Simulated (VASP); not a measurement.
Input of a VASP 6.6.1 run:

The input INCAR:

```
ALGO = Normal
EDIFF = 1E-6
ENCUT = 520
GGA = RE
ISIF = 2
ISMEAR = -1
LASPH = T
LCHARG = T
LELF = T
LREAL = F
LVHAR = T
LWAVE = F
NBANDS = 62
NELM = 100
PREC = Accurate
SIGMA = 0.1
```

Contents of KPOINTS:

```
k-points
0
Gamma
  5 5 5
```

Contents of POSCAR:

```
Tl
1.0
    6.4365294456      0.0000000000      0.0000000000
    0.0000000000      6.4365294456      0.0000000000
    0.0000000000      0.0000000000      6.4365294456
Tl
8
Direct
    1.0000000000      0.0000000000      0.0000000000
    0.5000000000      0.5000000000      0.5000000000
    0.2500000000      1.0000000000      0.5000000000
    0.7500000000      1.0000000000      0.5000000000
    0.5000000000      0.2500000000      0.0000000000
    0.5000000000      0.7500000000      0.0000000000
    0.0000000000      0.5000000000      0.2500000000
    0.0000000000      0.5000000000      0.7500000000
```

Potentials or basis: VASP PAW PBE potentials, release 64 (Tl_d).

Launch:

```sh
$ cat potpaw_PBE.64/Tl_d/POTCAR > POTCAR
$ mpirun -np 1 vasp_std > vasp.out
```

(1) What does it give for the band gap on the k mesh?

(2) Estimate the pressure.

Answers

(1) zero (bands 52 and 53 overlap by 1.72 eV).

(2) 0.1 GPa.

Caveat: the PAW data sets were made with another functional, which shifts forces and pressure a little; spin-orbit coupling is left out, which moves the levels of the heavy elements.
